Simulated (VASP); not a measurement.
# ZnO (P6_3mc) in VASP: electric field gradients with PBE

Aim: the electric field gradients of ZnO with PBE.

All numbers are computed with VASP 6.6.1; they aren't measurements. Logs are shortened: lines on timing, memory, paths and dates and some standing lists are left out, and cuts for length are marked.

**1. The cell of the first run**

The structure is hexagonal, space group P6_3mc (No. 186). The conventional cell has a = 3.271 Å, b = 3.271 Å, c = 5.238 Å, α = 90.00°, β = 90.00°, γ = 120.00°. Within 2.6 Å of Zn (site symmetry 3m) lie 4 O at 1.99 to 2.00 Å. Within 2.6 Å of O (site symmetry 3m) lie 4 Zn at 1.99 to 2.00 Å.

**2. Electric field gradients, PBE (12.13 Å³/atom)**

Input file INCAR:

```
SYSTEM = ZnO
  PREC = Accurate
  ENCUT = 910
  EDIFF = 1E-8
  ISMEAR = -1
  SIGMA = 0.02
  LREAL = .FALSE.
  LASPH = .TRUE.
  NELM = 120
  ALGO = Normal
  ISIF = 2
  LWAVE = .FALSE.
  LCHARG = .FALSE.
  GGA = PE
  LEFG = .TRUE.
  NBANDS = 26
  GGA_COMPAT = .FALSE.
```

Input file KPOINTS:

```
Automatic mesh
0
G
  11 11 6
  0 0 0
```

Input file POSCAR:

```
ZnO
1.0
    3.2709185479      0.0000000000      0.0000000000
   -1.6354592739      2.8326985562      0.0000000000
    0.0000000000      0.0000000000      5.2382632560
Zn O
2 2
Direct
    0.3333333333      0.6666666667      0.0000000000
    0.6666666667      0.3333333333      0.5000000000
    0.3333333333      0.6666666667      0.3821000000
    0.6666666667      0.3333333333      0.8821000000
```

Potentials or basis: VASP PAW PBE potentials, release 64 (Zn, O_h).

Run with:

```console
> cat potpaw_PBE.64/Zn/POTCAR potpaw_PBE.64/O_h/POTCAR > POTCAR
> mpirun -np 1 vasp_std > vasp.out
```

OUTCAR:

```text
SYSTEM = ZnO
   PREC = Accurate
   ENCUT = 910
   EDIFF = 1E-8
   ISMEAR = -1
   LREAL = .FALSE.
   LASPH = .TRUE.
   NELM = 120
   ISIF = 2
   GGA = PE

 ion  position               nearest neighbor table
   1  0.333  0.667  0.000-   4 1.99   4 1.99   4 1.99   3 2.00
   2  0.667  0.333  0.500-   3 1.99   3 1.99   3 1.99   4 2.00
   3  0.333  0.667  0.382-   2 1.99   2 1.99   2 1.99   1 2.00
   4  0.667  0.333  0.882-   1 1.99   1 1.99   1 1.99   2 2.00

  LATTYP: Found a hexagonal cell.
 ALAT       =     3.2709185479
 C/A-ratio  =     1.6014655147

  Lattice vectors:

 A1 = (   3.2709185479,   0.0000000000,   0.0000000000)
 A2 = (  -1.6354592739,   2.8326985562,   0.0000000000)
 A3 = (   0.0000000000,   0.0000000000,   5.2382632560)

Analysis of symmetry for initial positions (statically):
=====================================================================
 Subroutine PRICEL returns:
 Original cell was already a primitive cell.

 Routine SETGRP: Setting up the symmetry group for a
 hexagonal supercell.

 Subroutine GETGRP returns: Found 12 space group operations
 (whereof  6 operations were pure point group operations)
 out of a pool of 24 trial point group operations.

The static configuration has the point symmetry C_3v.
 The point group associated with its full space group is C_6v.

Analysis of symmetry for dynamics (positions and initial velocities):
=====================================================================
 Subroutine PRICEL returns:
 Original cell was already a primitive cell.

 Routine SETGRP: Setting up the symmetry group for a
 hexagonal supercell.

 Subroutine GETGRP returns: Found 12 space group operations
 (whereof  6 operations were pure point group operations)
 out of a pool of 24 trial point group operations.

The dynamic configuration has the point symmetry C_3v.
 The point group associated with its full space group is C_6v.

 Subroutine INISYM returns: Found 12 space group operations
 (whereof  6 operations are pure point group operations),
 and found     1 'primitive' translations

----------------------------------------------------------------------------------------

                                     Primitive cell

  volume of cell :      48.5353

  direct lattice vectors                    reciprocal lattice vectors
     3.270918548  0.000000000  0.000000000     0.305724519  0.176510133  0.000000000
    -1.635459274  2.832698556  0.000000000     0.000000000  0.353020267  0.000000000
     0.000000000  0.000000000  5.238263256     0.000000000  0.000000000  0.190902967

  length of vectors
     3.270918548  3.270918548  5.238263256     0.353020267  0.353020267  0.190902967

  position of ions in fractional coordinates (direct lattice)
     0.333333333  0.666666667  0.000000000
     0.666666667  0.333333333  0.500000000
     0.333333333  0.666666667  0.382100000
     0.666666667  0.333333333  0.882100000

  ion indices of the primitive-cell ions
   primitive index   ion index
                 1           1
                 2           2
                 3           3
                 4           4

----------------------------------------------------------------------------------------

 KPOINTS: Automatic mesh

Automatic generation of k-mesh.
 Grid dimensions read from file:
 generate k-points for:   11   11    6

 Generating k-lattice:

  Cartesian coordinates                     Fractional coordinates (reciprocal lattice)
     0.027793138  0.016046376  0.000000000     0.090909091 -0.000000000  0.000000000
     0.000000000  0.032092752  0.000000000     0.000000000  0.090909091  0.000000000
     0.000000000  0.000000000  0.031817161     0.000000000  0.000000000  0.166666667

  Length of vectors
     0.032092752  0.032092752  0.031817161

  Shift w.r.t. Gamma in fractional coordinates (k-lattice)
     0.000000000  0.000000000  0.000000000

 Subroutine IBZKPT returns following result:
 ===========================================

 Found     64 irreducible k-points:

 Following reciprocal coordinates:
            Coordinates               Weight
  0.000000  0.000000  0.000000      1.000000
  0.090909  0.000000  0.000000      6.000000
  0.181818  0.000000  0.000000      6.000000
  0.272727 -0.000000  0.000000      6.000000
  0.363636  0.000000  0.000000      6.000000
  0.454545  0.000000  0.000000      6.000000
[... 16 lines left out ...]
  0.090909  0.090909  0.166667     12.000000
  0.181818  0.090909  0.166667     24.000000
 [... further k-points ...]
   k-points           NKPTS =     64   k-points in BZ     NKDIM =     64   number of bands    NBANDS=     26
   number of dos      NEDOS =    301   number of ions     NIONS =      4
   total plane-waves  NPLWV =  55296
   dimension x,y,z NGX =    32 NGY =   32 NGZ =   54
   dimension x,y,z NGXF=    64 NGYF=   64 NGZF=  108
   ions per type =               2   2
   NGX,Y,Z   is equivalent  to a cutoff of  16.26, 16.26, 17.14 a.u.
   NGXF,Y,Z  is equivalent  to a cutoff of  32.53, 32.53, 34.28 a.u.
 SYSTEM =  ZnO
   PREC   = accura    normal or accurate (medium, high low for compatibility)
   ISTART =      0    job   : 0-new  1-cont  2-samecut
   ICHARG =      2    charge: 1-file 2-atom 10-const
   ISPIN  =      1    spin polarized calculation?
   LNONCOLLINEAR =      F non collinear calculations
   LSORBIT =      F    spin-orbit coupling
   LASPH  =      T    aspherical Exc in radial PAW
   ENCUT  =  910.0 eV  66.88 Ry    8.18 a.u.   8.05  8.05 12.88*2*pi/ulx,y,z
   NELM   =    120;   NELMIN=  2; NELMDL= -5     # of ELM steps
   EDIFF  = 0.1E-07   stopping-criterion for ELM
   LREAL  =      F    real-space projection
   EDIFFG = 0.1E-06   stopping-criterion for IOM
   NSW    =      0    number of steps for IOM
   IBRION =     -1    ionic relax: 0-MD 1-quasi-New 2-CG
   NFREE  =      0    steps in history (QN), initial steepest desc. (CG)
   ISIF   =      2    stress and relaxation
   ISYM   =      2    0-nonsym 1-usesym 2-fastsym
   POTIM  = 0.5000    time-step for ionic-motion
   TEBEG  =    0.0;   TEEND  =   0.0 temperature during run
   PSTRESS=    0.0 pullay stress
   NELECT =      36.0000    total number of electrons
   NUPDOWN=      -1.0000    fix difference up-down
   EMIN   =  10.00;   EMAX   =-10.00  energy-range for DOS
   EFERMI =   0.00;   METHOD = LEGACY
   ISMEAR =    -1;   SIGMA  =   0.02  broadening in eV -4-tet -1-fermi 0-gaus
   EFERMI_NEDOS =   21; number of points for ismear=-14 and -15
   IALGO  =     38    algorithm
   IMIX   =      4    mixing-type and parameters
     AMIX     =   0.40;   BMIX     =  1.00
     AMIX_MAG =   1.60;   BMIX_MAG =  1.00
  volume/ion in A,a.u.               =      12.13        81.88
  Fermi-wavevector in a.u.,A,eV,Ry     =   1.481915  2.800413 29.879361  2.196071
  Thomas-Fermi vector in A             =   2.595766
   LORBIT       =      0    0 simple, 1 ext, 2 COOP (PROOUT), +10 PAW based schemes
   GGA     = PE    functional components
   LHFCALC =     F    Hartree Fock is set to
   AEXX    =    0.0000 exact exchange contribution
   IVDW    =     0    specifies the selected vdW correction
   LEPSILON=     F    determine dielectric tensor
   LRPA    =     F    only Hartree local field effects (RPA)
 non-spin polarized calculation
  energy-cutoff  :      910.00
  volume of cell :       48.54
 maximum number of plane-waves:      3044
   NGX = 17   NGY = 17   NGZ = 25

 number of electron      35.9999997 magnetization

 Free energy of the ion-electron system (eV)
  ---------------------------------------------------
  ext. energy  EPLUGINS =         0.00000000
  ---------------------------------------------------
  free energy    TOTEN  =       -17.86295561 eV

  energy without entropy =      -17.86295561  energy(sigma->0) =      -17.86295561

 E-fermi :   1.7181     XC(G=0): -10.8107

 val. band max:        1.3447066719   @ k =   0.0000   0.0000   0.0000
 cond. band min:       2.1069714870   @ k =   0.0000   0.0000   0.0000
 fundamental gap:      0.7622648151
 Fermi energy:         1.7181366151

 k-point     1 :       0.0000    0.0000    0.0000
  band No.  band energies     occupation
      1     -16.5906      2.00000
      2     -15.8915      2.00000
      3      -4.2675      2.00000
      4      -4.2675      2.00000
      5      -4.1850      2.00000
      6      -4.1138      2.00000
[... 18 lines left out ...]
     25      15.3245      0.00000
     26      15.3278      0.00000

 k-point     2 :       0.0909    0.0000    0.0000
  band No.  band energies     occupation
      1     -16.5470      2.00000
      2     -15.8723      2.00000
      3      -4.3161      2.00000
      4      -4.2408      2.00000
      5      -4.1582      2.00000
      6      -4.0980      2.00000
[... 18 lines left out ...]
     25      15.4350      0.00000
     26      15.4431      0.00000

 k-point     3 :       0.1818    0.0000    0.0000
  band No.  band energies     occupation
      1     -16.4258      2.00000
      2     -15.8228      2.00000
      3      -4.4243      2.00000
      4      -4.1720      2.00000
      5      -4.1471      2.00000
      6      -4.0560      2.00000
[... 18 lines left out ...]
     25      15.1743      0.00000
     26      15.5321      0.00000

 k-point     4 :       0.2727   -0.0000    0.0000
  band No.  band energies     occupation
      1     -16.2553      2.00000
      2     -15.7644      2.00000
      3      -4.5188      2.00000
      4      -4.1777      2.00000
      5      -4.0922      2.00000
      6      -3.9388      2.00000
[... 18 lines left out ...]
     25      14.6308      0.00000
     26      15.3664      0.00000
[... 496 lines left out ...]
      1     -15.9364      2.00000
      2     -15.7322      2.00000
      3      -4.5250      2.00000
      4      -4.3513      2.00000
      5      -3.9819      2.00000
      6      -3.6925      2.00000
[... 18 lines left out ...]
     25      14.5739      0.00000
     26      15.3347      0.00000

 k-point    23 :       0.0909    0.0909    0.1667
  band No.  band energies     occupation
      1     -16.4239      2.00000
      2     -15.8812      2.00000
      3      -4.4037      2.00000
      4      -4.2641      2.00000
      5      -4.1581      2.00000
      6      -4.1347      2.00000
[... 18 lines left out ...]
     25      14.3670      0.00000
     26      15.4649      0.00000

 k-point    24 :       0.1818    0.0909    0.1667
  band No.  band energies     occupation
      1     -16.2829      2.00000
      2     -15.8199      2.00000
      3      -4.4872      2.00000
      4      -4.2710      2.00000
      5      -4.1085      2.00000
      6      -4.0395      2.00000
[... 18 lines left out ...]
     25      14.2786      0.00000
     26      15.7576      0.00000

 [... further k-points ...]

------------------------ aborting loop because EDIFF is reached ----------------------------------------

  FORCE on cell =-STRESS in cart. coord.  units (eV):
  Direction    XX          YY          ZZ          XY          YZ          ZX
  --------------------------------------------------------------------------------------
  -------------------------------------------------------------------------------------
  Total        0.8120094      0.8120094      0.9156580      0.0000000     -0.0000000      0.0000000
  in kB       26.8049010     26.8049010     30.2264034      0.0000000     -0.0000000      0.0000000
  external PRESSURE =      27.9454018 kB  Pullay stress =       0.0000000 kB

 VOLUME and BASIS-vectors are now :
 -----------------------------------------------------------------------------
  energy-cutoff  :      910.00
  volume of cell :       48.54
      direct lattice vectors                 reciprocal lattice vectors
     3.270918548  0.000000000  0.000000000     0.305724519  0.176510133  0.000000000
    -1.635459274  2.832698556  0.000000000     0.000000000  0.353020267  0.000000000
     0.000000000  0.000000000  5.238263256     0.000000000  0.000000000  0.190902967

 POSITION                                       TOTAL-FORCE (eV/Angst)
 -----------------------------------------------------------------------------------
     -0.00000      1.88847      0.00000         0.000000     -0.000000      0.032305
      1.63546      0.94423      2.61913         0.000000      0.000000      0.032305
     -0.00000      1.88847      2.00154        -0.000000      0.000000     -0.032305
      1.63546      0.94423      4.62067         0.000000     -0.000000     -0.032305
 -----------------------------------------------------------------------------------
    total drift:                               -0.000000     -0.000000     -0.000583

  FREE ENERGIE OF THE ION-ELECTRON SYSTEM (eV)
  ---------------------------------------------------
  free  energy   TOTEN  =       -17.8629556103 eV

  energy  without entropy=      -17.8629556103  energy(sigma->0) =      -17.86295561

 Electric field gradients (V/A^2)
---------------------------------------------------------------------
 ion       V_xx      V_yy      V_zz      V_xy      V_xz      V_yz
---------------------------------------------------------------------
   1      -3.684    -3.685     7.368    -0.001    -0.000     0.000
   2      -3.684    -3.685     7.368    -0.001     0.000    -0.000
   3       1.695     1.692    -3.386    -0.002    -0.000     0.000
   4       1.695     1.692    -3.386    -0.002     0.000    -0.000
---------------------------------------------------------------------

 Electric field gradients after diagonalization (V/A^2)
 (convention: |V_zz| > |V_xx| > |V_yy|)
----------------------------------------------------------------------
 ion       V_xx      V_yy      V_zz     asymmetry (V_yy - V_xx)/ V_zz
----------------------------------------------------------------------
   1      -3.685    -3.683     7.368       0.000
   2      -3.685    -3.683     7.368       0.000
   3       1.696     1.691    -3.386       0.002
   4       1.696     1.691    -3.386       0.002
----------------------------------------------------------------------

           NMR quadrupolar parameters

 Cq : quadrupolar parameter    Cq=e*Q*V_zz/h
 eta: asymmetry parameters     (V_yy - V_xx)/ V_zz
 Q  : nuclear electric quadrupole moment in mb (millibarn)
----------------------------------------------------------------------
 ion       Cq(MHz)       eta       Q (mb)
----------------------------------------------------------------------
   1       0.018       0.000       1.000
   2       0.018       0.000       1.000
   3      -0.008       0.002       1.000
   4      -0.008       0.002       1.000
----------------------------------------------------------------------
```

Run time: 2.4 min. Hardware: 1 thread of AMD EPYC 7R13 (Zen 3), shared host; peak memory 0.29 GiB.

What came out:

* Free energy: -17.8630 eV
* Pressure: 2.8 GPa
* Largest force: 0.032 eV/Å
* Band gap on the k mesh: 0.76 eV
* Largest electric field gradient by atom: Zn +7.4; O -3.4 V/Å²

Forces in eV/Å, atoms in the order of the input:
```
Zn   0.000  0.000  0.032
Zn   0.000  0.000  0.032
O    0.000  0.000 -0.032
O    0.000  0.000 -0.032
```

Electric field gradients, principal values (V/Å²):
```csv
atom,least,middle,greatest (by size)
1 Zn,-3.683,-3.685,7.368
2 Zn,-3.683,-3.685,7.368
3 O,1.691,1.696,-3.386
4 O,1.691,1.696,-3.386
```

Caveat: semilocal functionals underestimate gaps, and a narrow one can read as zero; without QUAD_EFG the Cq values of the log hold for a quadrupole moment of 1 mb, not for the nuclei.
